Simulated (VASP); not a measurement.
# BN (Cmcm) in VASP: single point with PBE

Aim: the single point of BN with PBE.

Everything below comes from runs of VASP 6.6.1. Logs are shortened: lines on timing, memory, paths and dates and some standing lists are left out, and cuts for length are marked.

## (1) The cell of the first run

The structure is orthorhombic, space group Cmcm (No. 63). The conventional cell has a = 2.604 Å, b = 4.164 Å, c = 6.661 Å, α = 90.00°, β = 90.00°, γ = 90.00°. Within 1.9 Å of B (site symmetry m2m) lie 3 N at 1.39 to 1.48 Å. Within 1.9 Å of N (site symmetry m2m) lie 3 B at 1.39 to 1.48 Å.

## (2) Single point, PBE (strain +0.0400 x Voigt [1, -1, 0, 0, 0, 0])

INCAR reads:

```
PREC = Accurate ; ENCUT = 520
EDIFF = 1E-7 ; ISMEAR = 0
SIGMA = 0.05 ; LREAL = F
LASPH = T ; NELM = 80
ALGO = Normal ; ISIF = 2
LWAVE = F ; LCHARG = F
GGA = PE ; NBANDS = 16
```

KPOINTS reads:

```
regular mesh
0
Gamma
  12 12 4
```

POSCAR reads:

```
BN
1.0
    2.6041513725      0.0000000000      0.0000000000
   -1.3020756863      2.0817796097      0.0000000000
    0.0000000000      0.0000000000      6.6612000000
B N
2 2
Direct
    0.3333333333      0.6666666667      0.2500000000
    0.6666666667      0.3333333333      0.7500000000
    0.3333333333      0.6666666667      0.7500000000
    0.6666666667      0.3333333333      0.2500000000
```

Potentials or basis: VASP PAW PBE potentials, release 64 (B, N).

On the command line:

```console
> cat potpaw_PBE.64/B/POTCAR potpaw_PBE.64/N/POTCAR > POTCAR
> mpirun -np 1 vasp_std > vasp.out
```

OUTCAR:

```text
PREC = Accurate
   ENCUT = 520
   EDIFF = 1E-7
   ISMEAR = 0
   LREAL = F
   LASPH = T
   NELM = 80
   ISIF = 2
   GGA = PE

 ion  position               nearest neighbor table
   1  0.333  0.667  0.250-   4 1.39   4 1.48   4 1.48
   2  0.667  0.333  0.750-   3 1.39   3 1.48   3 1.48
   3  0.333  0.667  0.750-   2 1.39   2 1.48   2 1.48
   4  0.667  0.333  0.250-   1 1.39   1 1.48   1 1.48

  Warning from LATTYP: Monoclinic adjustment (A1->A3, A2->A1, A3->A2)!
  LATTYP: Found a base centered orthorhombic cell.
 ALAT       =     2.6041513725
 B/A-ratio  =     1.5988161300
 C/A-ratio  =     2.5579158225

  Lattice vectors:

 A1 = (   1.3020756863,  -2.0817796097,   0.0000000000)
 A2 = (   1.3020756862,   2.0817796097,   0.0000000000)
 A3 = (   0.0000000000,   0.0000000000,   6.6612000000)

Analysis of symmetry for initial positions (statically):
=====================================================================
 Subroutine PRICEL returns:
 Original cell was already a primitive cell.

 Routine SETGRP: Setting up the symmetry group for a
 base centered orthorhombic supercell.

 Subroutine GETGRP returns: Found  8 space group operations
 (whereof  4 operations were pure point group operations)
 out of a pool of  8 trial point group operations.

The static configuration has the point symmetry C_2h.
 The point group associated with its full space group is D_2h.

Analysis of symmetry for dynamics (positions and initial velocities):
=====================================================================
 Subroutine PRICEL returns:
 Original cell was already a primitive cell.

 Routine SETGRP: Setting up the symmetry group for a
 base centered orthorhombic supercell.

 Subroutine GETGRP returns: Found  8 space group operations
 (whereof  4 operations were pure point group operations)
 out of a pool of  8 trial point group operations.

The dynamic configuration has the point symmetry C_2h.
 The point group associated with its full space group is D_2h.

 Subroutine INISYM returns: Found  8 space group operations
 (whereof  4 operations are pure point group operations),
 and found     1 'primitive' translations

----------------------------------------------------------------------------------------

                                     Primitive cell

  volume of cell :      36.1122

  direct lattice vectors                    reciprocal lattice vectors
     2.604151373  0.000000000  0.000000000     0.384002255  0.240179123  0.000000000
    -1.302075686  2.081779610  0.000000000     0.000000000  0.480358245  0.000000000
     0.000000000  0.000000000  6.661200000     0.000000000  0.000000000  0.150123101

  length of vectors
     2.604151373  2.455444448  6.661200000     0.452927967  0.480358245  0.150123101

  position of ions in fractional coordinates (direct lattice)
     0.333333333  0.666666667  0.250000000
     0.666666667  0.333333333  0.750000000
     0.333333333  0.666666667  0.750000000
     0.666666667  0.333333333  0.250000000

  ion indices of the primitive-cell ions
   primitive index   ion index
                 1           1
                 2           2
                 3           3
                 4           4

----------------------------------------------------------------------------------------

 KPOINTS: regular mesh

Automatic generation of k-mesh.
 Grid dimensions read from file:
 generate k-points for:   12   12    4

 Generating k-lattice:

  Cartesian coordinates                     Fractional coordinates (reciprocal lattice)
     0.032000188  0.020014927  0.000000000     0.083333333  0.000000000  0.000000000
     0.000000000  0.040029854  0.000000000     0.000000000  0.083333333  0.000000000
     0.000000000  0.000000000  0.037530775     0.000000000  0.000000000  0.250000000

  Length of vectors
     0.037743997  0.040029854  0.037530775

  Shift w.r.t. Gamma in fractional coordinates (k-lattice)
     0.000000000  0.000000000  0.000000000

 Subroutine IBZKPT returns following result:
 ===========================================

 Found    129 irreducible k-points:

 Following reciprocal coordinates:
            Coordinates               Weight
  0.000000  0.000000  0.000000      1.000000
  0.083333  0.000000  0.000000      4.000000
  0.166667  0.000000  0.000000      4.000000
  0.250000 -0.000000  0.000000      4.000000
  0.333333 -0.000000  0.000000      4.000000
  0.416667  0.000000  0.000000      4.000000
[... 16 lines left out ...]
  0.333333  0.166667  0.000000      4.000000
  0.416667  0.166667  0.000000      4.000000
 [... further k-points ...]
   k-points           NKPTS =    129   k-points in BZ     NKDIM =    129   number of bands    NBANDS=     16
   number of dos      NEDOS =    301   number of ions     NIONS =      4
   total plane-waves  NPLWV =  18000
   dimension x,y,z NGX =    20 NGY =   18 NGZ =   50
   dimension x,y,z NGXF=    40 NGYF=   36 NGZF=  100
   ions per type =               2   2
   NGX,Y,Z   is equivalent  to a cutoff of  12.77, 12.19, 12.48 a.u.
   NGXF,Y,Z  is equivalent  to a cutoff of  25.54, 24.37, 24.96 a.u.
 SYSTEM =  unknown system
   PREC   = accura    normal or accurate (medium, high low for compatibility)
   ISTART =      0    job   : 0-new  1-cont  2-samecut
   ICHARG =      2    charge: 1-file 2-atom 10-const
   ISPIN  =      1    spin polarized calculation?
   LNONCOLLINEAR =      F non collinear calculations
   LSORBIT =      F    spin-orbit coupling
   LASPH  =      T    aspherical Exc in radial PAW
   ENCUT  =  520.0 eV  38.22 Ry    6.18 a.u.   4.84  4.57 12.39*2*pi/ulx,y,z
   NELM   =     80;   NELMIN=  2; NELMDL= -5     # of ELM steps
   EDIFF  = 0.1E-06   stopping-criterion for ELM
   LREAL  =      F    real-space projection
   EDIFFG = 0.1E-05   stopping-criterion for IOM
   NSW    =      0    number of steps for IOM
   IBRION =     -1    ionic relax: 0-MD 1-quasi-New 2-CG
   NFREE  =      0    steps in history (QN), initial steepest desc. (CG)
   ISIF   =      2    stress and relaxation
   ISYM   =      2    0-nonsym 1-usesym 2-fastsym
   POTIM  = 0.5000    time-step for ionic-motion
   TEBEG  =    0.0;   TEEND  =   0.0 temperature during run
   PSTRESS=    0.0 pullay stress
   NELECT =      16.0000    total number of electrons
   NUPDOWN=      -1.0000    fix difference up-down
   EMIN   =  10.00;   EMAX   =-10.00  energy-range for DOS
   EFERMI =   0.00;   METHOD = LEGACY
   ISMEAR =     0;   SIGMA  =   0.05  broadening in eV -4-tet -1-fermi 0-gaus
   EFERMI_NEDOS =   21; number of points for ismear=-14 and -15
   IALGO  =     38    algorithm
   IMIX   =      4    mixing-type and parameters
     AMIX     =   0.40;   BMIX     =  1.00
     AMIX_MAG =   1.60;   BMIX_MAG =  1.00
  volume/ion in A,a.u.               =       9.03        60.92
  Fermi-wavevector in a.u.,A,eV,Ry     =   1.248045  2.358464 21.192666  1.557617
  Thomas-Fermi vector in A             =   2.382150
   LORBIT       =      0    0 simple, 1 ext, 2 COOP (PROOUT), +10 PAW based schemes
   GGA     = PE    functional components
   LHFCALC =     F    Hartree Fock is set to
   AEXX    =    0.0000 exact exchange contribution
   IVDW    =     0    specifies the selected vdW correction
   LEPSILON=     F    determine dielectric tensor
   LRPA    =     F    only Hartree local field effects (RPA)
 non-spin polarized calculation
 Gauss-broadening in eV      SIGMA  =   0.05
  energy-cutoff  :      520.00
  volume of cell :       36.11
 maximum number of plane-waves:       990
   NGX =  9   NGY =  9   NGZ = 25

 number of electron      16.0000000 magnetization

 Free energy of the ion-electron system (eV)
  ---------------------------------------------------
  ext. energy  EPLUGINS =         0.00000000
  ---------------------------------------------------
  free energy    TOTEN  =       -34.88109110 eV

  energy without entropy =      -34.88109110  energy(sigma->0) =      -34.88109110

 E-fermi :   2.6072     XC(G=0): -10.0539

 val. band max:        2.3621090627   @ k =   0.2500   0.3333   0.0000
 cond. band min:       6.3951948316   @ k =   0.5000  -0.0000   0.0000
 fundamental gap:      4.0330857688
 Fermi energy:         2.6072390679

 k-point     1 :       0.0000    0.0000    0.0000
  band No.  band energies     occupation
      1     -15.5591      2.00000
      2     -15.2728      2.00000
      3      -3.9560      2.00000
      4      -1.8655      2.00000
      5       0.8406      2.00000
      6       0.8798      2.00000
[... 8 lines left out ...]
     15      15.2612      0.00000
     16      16.3191      0.00000

 k-point     2 :       0.0833    0.0000    0.0000
  band No.  band energies     occupation
      1     -15.4287      2.00000
      2     -15.1467      2.00000
      3      -3.7767      2.00000
      4      -1.7047      2.00000
      5       0.2822      2.00000
      6       0.3168      2.00000
[... 8 lines left out ...]
     15      14.7448      0.00000
     16      16.5298      0.00000

 k-point     3 :       0.1667    0.0000    0.0000
  band No.  band energies     occupation
      1     -15.0449      2.00000
      2     -14.7763      2.00000
      3      -3.2455      2.00000
      4      -1.2325      2.00000
      5      -1.1912      2.00000
      6      -1.1400      2.00000
[... 8 lines left out ...]
     15      15.8872      0.00000
     16      17.4531      0.00000

 k-point     4 :       0.2500   -0.0000    0.0000
  band No.  band energies     occupation
      1     -14.4341      2.00000
      2     -14.1893      2.00000
      3      -3.0160      2.00000
      4      -2.9430      2.00000
      5      -2.3879      2.00000
      6      -0.4867      2.00000
[... 8 lines left out ...]
     15      17.5541      0.00000
     16      17.6896      0.00000
[... 324 lines left out ...]
 k-point    22 :       0.2500    0.1667    0.0000
  band No.  band energies     occupation
      1     -13.1951      2.00000
      2     -13.0092      2.00000
      3      -4.9142      2.00000
      4      -4.8356      2.00000
      5      -2.1905      2.00000
      6      -2.1186      2.00000
[... 8 lines left out ...]
     15      16.3830      0.00000
     16      17.2975      0.00000

 k-point    23 :       0.3333    0.1667    0.0000
  band No.  band energies     occupation
      1     -12.4994      2.00000
      2     -12.3784      2.00000
      3      -6.0626      2.00000
      4      -5.9697      2.00000
      5      -2.6790      2.00000
      6      -2.6025      2.00000
[... 8 lines left out ...]
     15      16.6387      0.00000
     16      18.6597      0.00000

 k-point    24 :       0.4167    0.1667    0.0000
  band No.  band energies     occupation
      1     -12.2482      2.00000
      2     -12.1732      2.00000
      3      -6.4117      2.00000
      4      -6.3142      2.00000
      5      -2.9067      2.00000
      6      -2.8305      2.00000
[... 8 lines left out ...]
     15      17.2648      0.00000
     16      20.3529      0.00000

 [... further k-points ...]
[... 5 lines left out ...]
  --------------------------------------------------------------------------------------
  -------------------------------------------------------------------------------------
  Total       -5.2813005      8.3281947      0.6100952     -0.0000000      0.0000000      0.0000000
  in kB     -234.3138790    369.4945217     27.0679116     -0.0000000      0.0000000      0.0000000
  external PRESSURE =      54.0828514 kB  Pullay stress =       0.0000000 kB

 VOLUME and BASIS-vectors are now :
 -----------------------------------------------------------------------------
  energy-cutoff  :      520.00
  volume of cell :       36.11
      direct lattice vectors                 reciprocal lattice vectors
     2.604151373  0.000000000  0.000000000     0.384002255  0.240179123  0.000000000
    -1.302075686  2.081779610  0.000000000     0.000000000  0.480358245  0.000000000
     0.000000000  0.000000000  6.661200000     0.000000000  0.000000000  0.150123101

 POSITION                                       TOTAL-FORCE (eV/Angst)
 -----------------------------------------------------------------------------------
     -0.00000      1.38785      1.66530         0.000000     -1.231913     -0.000000
      1.30208      0.69393      4.99590        -0.000000      1.231913      0.000000
     -0.00000      1.38785      4.99590         0.000000     -1.246481      0.000000
      1.30208      0.69393      1.66530        -0.000000      1.246481      0.000000
 -----------------------------------------------------------------------------------
    total drift:                               -0.000000      0.000000     -0.000000

  FREE ENERGIE OF THE ION-ELECTRON SYSTEM (eV)
  ---------------------------------------------------
  free  energy   TOTEN  =       -34.8810911017 eV

  energy  without entropy=      -34.8810911017  energy(sigma->0) =      -34.88109110
```

Wall time 2.4 min (1 thread of AMD EPYC 7R13 (Zen 3), shared host); peak memory 0.15 GiB.

Results:

```yaml
Free_energy: -34.8811 eV
Pressure: 5.4 GPa
Largest_force: 1.246 eV/Å
Band_gap_on_the_k_mesh: 4.03 eV, indirect (least direct gap 4.68 eV)
```

Forces on the atoms (eV/Å):
```
B    0.000 -1.232  0.000
B    0.000  1.232  0.000
N    0.000 -1.246  0.000
N    0.000  1.246  0.000
```

Caveat: the cell differs from its parent crystal (strain +0.0400 x Voigt [1, -1, 0, 0, 0, 0]); this functional lacks dispersion, which binds the layers, so the pressure and a relaxed spacing across them are unreliable; forces of over 1 eV/Å act on the atoms, so gaps and moduli don't describe the material at rest. A k mesh can miss the band edges.
